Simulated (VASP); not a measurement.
Here is a VASP 6.6.1 calculation.

Contents of POSCAR:

```
SiC
1.0
    0.0000000000      2.1898586781      2.1898586781
    2.1898586781      0.0000000000      2.1898586781
    2.1898586781      2.1898586781      0.0000000000
Si C
1 1
Direct
    0.0000000000      0.0000000000      0.0000000000
    0.2500000000      0.2500000000      0.2500000000
```

INCAR.step1

```
ALGO     = Normal         # electronic algorithm
EDIFF    = 1E-5           # SCF threshold, eV
ENCUT    = 660            # plane-wave cutoff, eV
GGA      = PE             # functional
GGA_COMPAT= False        
ISMEAR   = 0              # smearing method
LASPH    = True           # aspherical terms in the spheres
LCHARG   = False          # write CHGCAR
LREAL    = False          # projectors in reciprocal space
LWAVE    = True           # write WAVECAR
NBANDS   = 11             # bands
NELM     = 120            # most SCF steps
PREC     = Accurate       # precision mode
SIGMA    = 0.02           # smearing width, eV
```

File INCAR.step2:

```
ALGO     = Normal         # electronic algorithm
EDIFF    = 1E-6           # SCF threshold, eV
ENCUT    = 660            # plane-wave cutoff, eV
GGA_COMPAT= False        
ISIF     = 2              # what is computed and relaxed
ISMEAR   = 0              # smearing method
ISTART   = 1            
LASPH    = True           # aspherical terms in the spheres
LCHARG   = False          # write CHGCAR
LMIXTAU  = True         
LREAL    = False          # projectors in reciprocal space
LWAVE    = False          # write WAVECAR
METAGGA  = R2SCAN         # meta-GGA
NBANDS   = 11             # bands
NELM     = 120            # most SCF steps
PREC     = Accurate       # precision mode
SIGMA    = 0.02           # smearing width, eV
```

File KPOINTS:

```
k-points
0
Gamma
  10 10 10
```

Potentials or basis: VASP PAW PBE potentials, release 64 (Si, C).

Command:

```console
$ cat potpaw_PBE.64/Si/POTCAR potpaw_PBE.64/C/POTCAR > POTCAR
$ cp INCAR.step1 INCAR
$ mpirun -np 1 vasp_std > vasp.out
$ cp INCAR.step2 INCAR
$ mpirun -np 1 vasp_std > vasp.out
```

(1) What does it give for the band gap on the k mesh?

(2) Estimate the pressure.

Results:

(1) 1.74 eV, indirect (least direct gap 5.04 eV).

(2) -3.9 GPa.

Caveat: the PAW data sets were made with another functional, which shifts forces and pressure a little.
